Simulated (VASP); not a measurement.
# Ge in VASP: notebook, part 2 of 2

VASP 6.6.1. The steps go on from the part before.

**4. Single point, PBE**

INCAR reads:

```
SYSTEM = Ge
ALGO     = Normal         ! electronic algorithm
EDIFF    = 1E-6           ! SCF threshold, eV
ENCUT    = 520            ! plane-wave cutoff, eV
GGA      = PE             ! functional
ISIF     = 2              ! what is computed and relaxed
ISMEAR   = -1             ! smearing method
ISYM     = 0            
LASPH    = .True.         ! aspherical terms in the spheres
LCHARG   = .True.         ! write CHGCAR
LELF     = .True.         ! ELF
LREAL    = .False.        ! projectors in reciprocal space
LVHAR    = .True.       
LWAVE    = .False.        ! write WAVECAR
NBANDS   = 111            ! bands
NELM     = 100            ! most SCF steps
PREC     = Accurate       ! precision mode
SIGMA    = 0.1034         ! smearing width, eV
```

KPOINTS reads:

```
Automatic mesh
0
Gamma
  1 1 1
  0.25 0.25 0.25
```

POSCAR reads:

```
Ge
1.0
    6.6784480000      0.0216250000     -0.1503050000
    0.0216250000      7.0326220000     -0.1691540000
   -0.1503050000     -0.1691540000      6.8752970000
Ge
14
Direct
    0.1415347141      0.8465479191      0.8279686451
    0.5201664087      0.2095969374      0.8304836536
    0.7247699715      0.8688463766      0.7002452971
    0.9379216257      0.1482563974      0.4587462145
    0.3485487519      0.0468510759      0.0951988935
    0.8982520722      0.1764935303      0.8871323471
    0.1635769822      0.4848586695      0.7368380190
    0.8996029424      0.5256239204      0.3599220817
    0.5213548628      0.5828658684      0.7077729640
    0.1444346972      0.3888813290      0.1329840863
    0.3226749201      0.0559477772      0.5264931019
    0.5666527998      0.7275727144      0.3794751825
    0.5552298291      0.3776361632      0.3317582480
    0.8344715248      0.8693841405      0.1165770799
```

Potentials or basis: VASP PAW PBE potentials, release 64 (Ge_d).

Run with:

```bash
cat potpaw_PBE.64/Ge_d/POTCAR > POTCAR
mpirun -np 1 vasp_std > vasp.out
```

OUTCAR:

```text
SYSTEM = Ge
   EDIFF = 1E-6
   ENCUT = 520
   GGA = PE
   ISIF = 2
   ISMEAR = -1
   ISYM = 0
   LASPH = .True.
   LREAL = .False.
   NELM = 100
   PREC = Accurate

 ion  position               nearest neighbor table
   1  0.142  0.847  0.828-   7 2.60   5 2.61   6 2.85   3 2.89  11 2.91  14 2.92
   2  0.520  0.210  0.830-   5 2.52   6 2.55  11 2.61   9 2.80   3 2.88
   3  0.725  0.869  0.700-   9 2.44  12 2.56   6 2.70   2 2.88   1 2.89
   4  0.938  0.148  0.459-  11 2.67   8 2.78
   5  0.349  0.047  0.095-   2 2.52   1 2.61  10 2.76
   6  0.898  0.176  0.887-   2 2.55   3 2.70  10 2.71  14 2.78   1 2.85
   7  0.164  0.485  0.737-   9 2.51   1 2.60  10 2.85
   8  0.900  0.526  0.360-  10 2.47  13 2.53  12 2.64   4 2.78
   9  0.521  0.583  0.708-   3 2.44   7 2.51  12 2.55   2 2.80  13 2.92
  10  0.144  0.389  0.133-   8 2.47   6 2.71   5 2.76   7 2.85
  11  0.323  0.056  0.526-   2 2.61   4 2.67   1 2.91
  12  0.567  0.728  0.379-  13 2.47   9 2.55   3 2.56   8 2.64  14 2.82
  13  0.555  0.378  0.332-  12 2.47   8 2.53   9 2.92
  14  0.834  0.869  0.117-   6 2.78  12 2.82   1 2.92

IMPORTANT INFORMATION: All symmetrisations will be switched off!
[... 266 lines left out ...]

  FORCE on cell =-STRESS in cart. coord.  units (eV):
  Direction    XX          YY          ZZ          XY          YZ          ZX
  --------------------------------------------------------------------------------------
  -------------------------------------------------------------------------------------
  Total        2.3773328      6.1408589     -9.6070804      9.1113616      4.9165650     -3.2874465
  in kB       11.8083733     30.5020621    -47.7190192     45.2567503     24.4209113    -16.3289697
  external PRESSURE =      -1.8028613 kB  Pullay stress =       0.0000000 kB

 VOLUME and BASIS-vectors are now :
 -----------------------------------------------------------------------------
  energy-cutoff  :      520.00
  volume of cell :      322.56
      direct lattice vectors                 reciprocal lattice vectors
     6.678448000  0.021625000 -0.150305000     0.149810122 -0.000382111  0.003265688
     0.021625000  7.032622000 -0.169154000    -0.000382111  0.142279647  0.003492175
    -0.150305000 -0.169154000  6.875297000     0.003265688  0.003492175  0.145605574

 POSITION                                       TOTAL-FORCE (eV/Angst)
 -----------------------------------------------------------------------------------
      0.83909      5.81646      5.52806         0.015155     -0.086874     -0.609881
      3.35361      1.34478      5.59618         0.396841      0.721417     -0.942111
      4.75388      6.00749      4.55849         0.670883      0.344665      0.428836
      6.19812      0.98531      2.98796         0.246510      0.091950      0.074923
      2.31447      0.32092      0.59421         0.345475      0.213011      0.843889
      5.86941      1.11058      5.93443         0.362047      0.747602     -0.233076
      0.99217      3.28873      4.95938        -0.514250      0.371474      0.071239
      5.96522      3.65509      2.25044         0.956207      0.381565      0.655908
      3.38806      3.99063      4.68919        -0.334248     -1.377552      0.490661
      0.95302      2.71548      0.82682         0.317124     -0.997821     -0.965618
      2.07704      0.31138      3.56183        -0.483614     -1.093920      0.341195
      3.74306      5.06481      2.40076        -0.978256      1.857889     -0.803596
      3.66638      2.61166      2.13360        -0.645530     -1.023686      0.343408
      5.57425      6.11238      0.52902        -0.354346     -0.149723      0.304225
 -----------------------------------------------------------------------------------
    total drift:                                0.000890      0.003951     -0.001724

  FREE ENERGIE OF THE ION-ELECTRON SYSTEM (eV)
  ---------------------------------------------------
  free  energy   TOTEN  =       -57.9488073473 eV

  energy  without entropy=      -57.7903019769  energy(sigma->0) =      -57.86955466
```

OSZICAR:

```text
N       E                     dE             d eps       ncg     rms          rms(c)
DAV:   1     0.293025486301E+04    0.29303E+04   -0.85256E+04   246   0.488E+03
DAV:   2     0.577757606432E+03   -0.23525E+04   -0.23042E+04   222   0.120E+03
DAV:   3     0.234849831040E+02   -0.55427E+03   -0.53438E+03   230   0.300E+02
DAV:   4    -0.534969313585E+02   -0.76982E+02   -0.73925E+02   260   0.108E+02
DAV:   5    -0.582677456604E+02   -0.47708E+01   -0.46802E+01   244   0.266E+01    0.590E+00
DAV:   6    -0.580050669360E+02    0.26268E+00   -0.18350E+00   364   0.161E+01    0.312E+00
DAV:   7    -0.579399672244E+02    0.65100E-01   -0.63064E-01   252   0.652E+00    0.885E-01
DAV:   8    -0.579443373936E+02   -0.43702E-02   -0.14072E-01   260   0.681E+00    0.393E-01
DAV:   9    -0.579466810848E+02   -0.23437E-02   -0.36121E-02   252   0.357E+00    0.194E-01
DAV:  10    -0.579482038553E+02   -0.15228E-02   -0.16851E-02   244   0.191E+00    0.749E-02
DAV:  11    -0.579486678423E+02   -0.46399E-03   -0.47936E-03   236   0.117E+00    0.372E-02
DAV:  12    -0.579487428227E+02   -0.74980E-04   -0.12343E-03   268   0.585E-01    0.209E-02
DAV:  13    -0.579487814502E+02   -0.38627E-04   -0.45393E-04   252   0.289E-01    0.988E-03
DAV:  14    -0.579488010889E+02   -0.19639E-04   -0.20551E-04   236   0.206E-01    0.646E-03
DAV:  15    -0.579488046781E+02   -0.35892E-05   -0.42023E-05   236   0.113E-01    0.336E-03
DAV:  16    -0.579488065982E+02   -0.19201E-05   -0.19749E-05   236   0.434E-02    0.165E-03
DAV:  17    -0.579488073473E+02   -0.74913E-06   -0.93069E-06   204   0.310E-02
   1 F= -.57948807E+02 E0= -.57869555E+02  d E =-.158505E+00
```

Run time: 90 s. Hardware: 1 thread of Intel Xeon Platinum 8259CL at 2.50GHz (Skylake/Cascade Lake), shared host; peak memory 0.35 GiB.

What came out:

| Item | Value |
| --- | --- |
| Free energy | -57.9488 eV |
| Pressure | -0.2 GPa |
| Largest force | 2.248 eV/Å |
| Band gap on the k mesh | 0.48 eV |

Forces in eV/Å, atoms in the order of the input:
```
Ge   0.015 -0.087 -0.610
Ge   0.397  0.721 -0.942
Ge   0.671  0.345  0.429
Ge   0.247  0.092  0.075
Ge   0.345  0.213  0.844
Ge   0.362  0.748 -0.233
Ge  -0.514  0.371  0.071
Ge   0.956  0.382  0.656
Ge  -0.334 -1.378  0.491
Ge   0.317 -0.998 -0.966
Ge  -0.484 -1.094  0.341
Ge  -0.978  1.858 -0.804
Ge  -0.646 -1.024  0.343
Ge  -0.354 -0.150  0.304
```

Stress tensor (GPa, compression positive):
```
 1.18  4.53 -1.63
 4.53  3.05  2.44
-1.63  2.44 -4.77
```

Caveat: the k points lie up to 0.94 Å⁻¹ apart.

**5. Single point, PBE**

INCAR reads:

```
SYSTEM = Ge
PREC = Accurate
ENCUT = 520
EDIFF = 1E-6
ISMEAR = -1
SIGMA = 0.1034
LREAL = .False.
LASPH = .True.
NELM = 60
ALGO = Normal
ISIF = 2
LWAVE = .False.
LCHARG = .True.
GGA = PE
LELF = .True.
LVHAR = .True.
NBANDS = 111
ISYM = 0
```

KPOINTS is that of step 4.

POSCAR reads:

```
Ge
1.0
    6.6784480000      0.0216250000     -0.1503050000
    0.0216250000      7.0326220000     -0.1691540000
   -0.1503050000     -0.1691540000      6.8752970000
Ge
14
Direct
    0.1564123286      0.8489597251      0.8600402991
    0.5229306728      0.1916107767      0.7891479923
    0.7513377883      0.8964955324      0.7011946730
    0.9845265204      0.1135423943      0.5241976323
    0.3606714751      0.0831003615      0.1313711225
    0.9149818127      0.1902362550      0.9104375513
    0.0434838513      0.4917637396      0.7441138388
    0.9408731460      0.5844495037      0.3442473699
    0.4084836048      0.5234699886      0.6717843856
    0.1159700545      0.3903794354      0.1323637542
    0.3334763281     -0.0366927248      0.5613308688
    0.5620419100      0.7316210467      0.3667807130
    0.6120652183      0.3593439795      0.3601114154
    0.7954773907      0.8393867321      0.1011019382
```

Run with:

```bash
cat potpaw_PBE.64/Ge_d/POTCAR > POTCAR
mpirun -np 1 vasp_std > vasp.out
```

Wall time 85 s (1 thread of Intel Xeon Platinum 8259CL at 2.50GHz (Skylake/Cascade Lake), shared host); peak memory 0.35 GiB.

Results (log left out):

```
Free energy            : -58.3837 eV
Pressure               : 0.7 GPa
Largest force          : 1.789 eV/Å
Band gap on the k mesh : 0.47 eV
```

Forces on the atoms (eV/Å):
```
Ge  -0.183 -0.560  0.337
Ge   0.323  0.351  0.953
Ge  -0.118 -1.382 -0.299
Ge  -0.143  0.857 -0.286
Ge   0.873  0.648 -0.155
Ge  -0.643 -0.315 -0.563
Ge  -0.517  0.664 -0.150
Ge  -0.463  0.084  1.423
Ge   1.009  0.415 -0.195
Ge   1.446 -0.897 -0.554
Ge  -0.408 -0.616 -0.444
Ge  -0.997  0.143  0.460
Ge  -0.128 -0.265 -0.035
Ge  -0.051  0.874 -0.491
```

Stress tensor (GPa, compression positive):
```
 1.21  3.11  0.51
 3.11  3.37  4.65
 0.51  4.65 -2.61
```

Levels at points of the mesh, in eV from the valence-band top:
| k point | band 96 | band 97 | band 98 | band 99 | band 100 | band 101 |
| --- | --- | --- | --- | --- | --- | --- |
| (0.25, 0.25, 0.25) | -0.66 | -0.48 | 0.00 | 0.47 | 0.88 | 1.08 |

Caveat: the k points lie up to 0.94 Å⁻¹ apart.

**6. Single point, PBE**

INCAR reads:

```
PREC = Accurate ; ENCUT = 520
EDIFF = 1E-6 ; ISMEAR = -1
SIGMA = 0.1034 ; LREAL = False
LASPH = True ; NELM = 100
ALGO = Normal ; ISIF = 2
LWAVE = False ; LCHARG = True
GGA = PE ; LELF = True
LVHAR = True ; NBANDS = 111
ISYM = 0
```

KPOINTS is that of step 5.

POSCAR reads:

```
Ge
1.0
    6.6784480000      0.0216250000     -0.1503050000
    0.0216250000      7.0326220000     -0.1691540000
   -0.1503050000     -0.1691540000      6.8752970000
Ge
14
Direct
    0.1325900238      0.8217655569      0.9014554389
    0.5161658403      0.1971376883      0.8336836845
    0.6905393108      0.8823132509      0.6792715030
    1.0010473003      0.1166646686      0.5325984768
    0.4037048236      0.0534894886      0.1300381372
    0.9061323071      0.1918899761      0.8751479643
    0.0147869642      0.5165424382      0.7680662776
    0.9600313170      0.6076453966      0.3890127447
    0.4387140749      0.4907791674      0.6270532281
    0.1816939077      0.3826613288      0.1305769332
    0.3078168118     -0.1017791540      0.5470117225
    0.5830267148      0.7160976074      0.3573946849
    0.6409798615      0.3314678874      0.3375181606
    0.7633063765      0.8237619306      0.0350141078
```

Potentials or basis: VASP PAW PBE potentials, release 64 (Ge_d).

Run with:

```bash
cat potpaw_PBE.64/Ge_d/POTCAR > POTCAR
mpirun -np 1 vasp_std > vasp.out
```

OUTCAR:

```text
PREC = Accurate
   ENCUT = 520
   EDIFF = 1E-6
   ISMEAR = -1
   LREAL = False
   LASPH = True
   NELM = 100
   ISIF = 2
   GGA = PE
   ISYM = 0

 ion  position               nearest neighbor table
   1  0.133  0.822  0.901-   7 2.42  14 2.67   5 2.82  11 2.83
   2  0.516  0.197  0.834-   5 2.47   9 2.60   6 2.61   3 2.69
   3  0.691  0.882  0.679-  14 2.53  12 2.53  11 2.68   2 2.69   6 2.87   4 2.90
   4  0.001  0.117  0.533-   6 2.50  11 2.55   3 2.90
   5  0.404  0.053  0.130-   2 2.47  10 2.74  13 2.82   1 2.82
   6  0.906  0.192  0.875-   4 2.50   7 2.55   2 2.61  10 2.79   3 2.87
   7  0.015  0.517  0.768-   1 2.42   6 2.55   8 2.72  10 2.88
[... 288 lines left out ...]
      direct lattice vectors                 reciprocal lattice vectors
     6.678448000  0.021625000 -0.150305000     0.149810122 -0.000382111  0.003265688
     0.021625000  7.032622000 -0.169154000    -0.000382111  0.142279647  0.003492175
    -0.150305000 -0.169154000  6.875297000     0.003265688  0.003492175  0.145605574

 POSITION                                       TOTAL-FORCE (eV/Angst)
 -----------------------------------------------------------------------------------
      0.76777      5.62955      6.03884         1.197970      1.052722      0.320124
      3.32614      1.25654      5.62089         0.437432      0.264252     -0.761021
      4.52871      6.10501      4.41716         0.419039      0.411537      0.114182
     -0.07054      0.73039      3.64188        -1.057580      0.560793     -0.638673
      2.67773      0.36291      0.82432        -0.381430     -0.335885      0.654539
      5.92417      1.22105      5.84825        -0.086550     -0.202241      1.125019
     -0.00552      3.50305      5.19109         0.527097     -0.392480     -0.661349
      6.36619      4.22830      2.42750         0.495061     -1.313875     -0.389266
      2.84629      3.35488      4.16222        -0.438904      0.206333      0.393511
      1.20208      2.67295      0.80572        -0.987376     -0.053961      0.300617
      1.99294      6.23098      3.56266        -0.302486     -0.147072      0.762513
      3.85548      4.98820      2.24843        -0.730316     -0.132578     -0.876998
      4.23719      2.28786      2.16813         0.849311     -0.277004     -0.366714
      5.11025      5.80379     -0.01334         0.058732      0.359460      0.023516
 -----------------------------------------------------------------------------------
    total drift:                                0.004245      0.002811      0.001133

  FREE ENERGIE OF THE ION-ELECTRON SYSTEM (eV)
  ---------------------------------------------------
  free  energy   TOTEN  =       -58.2313887587 eV

  energy  without entropy=      -58.0945562029  energy(sigma->0) =      -58.16297248
```

stdout:

```text
POSCAR found type information on POSCAR Ge
 POSCAR found :  1 types and      14 ions
 scaLAPACK will be used
 LDA part: xc-table for (Slater+PW92), standard interpolation
 POSCAR, INCAR and KPOINTS ok, starting setup
 FFT: planning ... GRIDC
 FFT: planning ... GRID_SOFT
 FFT: planning ... GRID
 WAVECAR not read
 entering main loop
```

Wall time 89 s (1 thread of Intel Xeon Platinum 8259CL at 2.50GHz (Skylake/Cascade Lake), shared host); peak memory 0.35 GiB.

Results:

```
Free energy            : -58.2314 eV
Pressure               : -0.6 GPa
Largest force          : 1.627 eV/Å
Band gap on the k mesh : 0.49 eV
```

Forces on the atoms (eV/Å):
```
Ge   1.198  1.053  0.320
Ge   0.437  0.264 -0.761
Ge   0.419  0.412  0.114
Ge  -1.058  0.561 -0.639
Ge  -0.381 -0.336  0.655
Ge  -0.087 -0.202  1.125
Ge   0.527 -0.392 -0.661
Ge   0.495 -1.314 -0.389
Ge  -0.439  0.206  0.394
Ge  -0.987 -0.054  0.301
Ge  -0.302 -0.147  0.763
Ge  -0.730 -0.133 -0.877
Ge   0.849 -0.277 -0.367
Ge   0.059  0.359  0.024
```

Stress tensor (GPa, compression positive):
```
-0.98  1.35  0.77
 1.35  1.09  3.27
 0.77  3.27 -1.97
```

Levels at points of the mesh, in eV from the valence-band top:
| k point | band 94 | band 95 | band 96 | band 97 | band 98 | band 99 | band 100 | band 101 | band 102 | band 103 |
| --- | --- | --- | --- | --- | --- | --- | --- | --- | --- | --- |
| (0.25, 0.25, 0.25) | -1.37 | -1.05 | -0.64 | -0.41 | 0.00 | 0.49 | 0.71 | 1.09 | 1.43 | 1.56 |

Caveat: the k points lie up to 0.94 Å⁻¹ apart.

**7. Single point, PBE**

INCAR reads:

```
  PREC = Accurate
  ENCUT = 520
  EDIFF = 1E-6
  ISMEAR = -1
  SIGMA = 0.05
  LREAL = False
  LASPH = True
  NELM = 100
  ALGO = Normal
  ISIF = 2
  LWAVE = False
  LCHARG = False
  GGA = PE
  NBANDS = 111
  ISYM = 0
```

KPOINTS is that of step 6.

POSCAR reads:

```
Ge
1.0
    6.6784480000      0.0216250000     -0.1503050000
    0.0216250000      7.0326220000     -0.1691540000
   -0.1503050000     -0.1691540000      6.8752970000
Ge
14
Direct
    0.1663091280      0.8436538642      0.8940146905
    0.5269373205      0.1880755678      0.8408810628
    0.6930109457      0.8963875226      0.6761647599
   -0.0283545727      0.1428714029      0.5230701212
    0.3602241205      0.0679007526      0.1451409547
    0.9167239927      0.1976692230      0.9048209466
    0.0491769310      0.5104863430      0.7451904035
    0.9874715782      0.5850958912      0.3776340463
    0.4165321287      0.4863553190      0.6275679159
    0.1631546810      0.3897126675      0.1426871335
    0.2801829988      0.8824354960      0.5433701845
    0.5661657344      0.7267417788      0.3420525425
    0.6557360216      0.3387677670      0.3255964543
    0.7710781849      0.8413214525      0.0253161130
```

Run with:

```bash
cat potpaw_PBE.64/Ge_d/POTCAR > POTCAR
mpirun -np 1 vasp_std > vasp.out
```

Run time: 86 s. Hardware: 1 thread of Intel Xeon Platinum 8259CL at 2.50GHz (Skylake/Cascade Lake), shared host; peak memory 0.35 GiB.

The run converged. Its results:

- Free energy: -59.0021 eV
- Pressure: -1.3 GPa
- Largest force: 1.147 eV/Å
- Band gap on the k mesh: 0.56 eV

Forces in eV/Å, atoms in the order of the input:
```
Ge  -0.497 -0.396  0.317
Ge   0.010  0.087 -0.241
Ge   0.056 -0.001 -1.146
Ge  -0.244 -0.042  0.136
Ge   0.978  0.051  0.268
Ge  -0.384  0.006 -0.070
Ge  -0.294  0.193  0.423
Ge  -0.833 -0.016  0.487
Ge   0.872  0.217 -0.160
Ge   0.166 -0.509 -0.736
Ge  -0.156  0.177  0.150
Ge  -0.435  0.257 -0.115
Ge   0.379 -0.170  0.380
Ge   0.383  0.147  0.308
```

Stress tensor (GPa, compression positive):
```
-0.59  1.17  0.41
 1.17 -0.30  3.54
 0.41  3.54 -2.95
```

Levels at points of the mesh, in eV from the valence-band top:
```tsv
k point	band 95	band 96	band 97	band 98	band 99	band 100	band 101	band 102
(0.25, 0.25, 0.25)	-1.00	-0.52	-0.36	0.00	0.56	0.91	1.13	1.54
```

Caveat: the k points lie up to 0.94 Å⁻¹ apart.

**8. Overview**

| smearing | gap on the mesh (eV) | pressure (GPa) | largest force (eV/Å) |
| --- | --- | --- | --- |
| fermi-dirac 0.1861 eV | 0.45 | 0.6 | 3.16 |
| fermi-dirac 0.1034 eV | 0.49 | -0.6 | 1.63 |
| fermi-dirac 0.05 eV | 0.56 | -1.3 | 1.15 |

Some of these runs hold the atoms at other places in the same cell, which the table doesn't show; runs alike in all that it shows share one row.

Alike in all rows: task single point; level PBE; potentials or basis VASP PAW PBE potentials, release 64 (Ge_d); no spin polarisation; cell as given; k mesh 1 × 1 × 1, shifted; cutoff (eV) 520.

Caveats: all runs use coarse meshes.

Absolute energies hang on the potentials; compare differences alone.
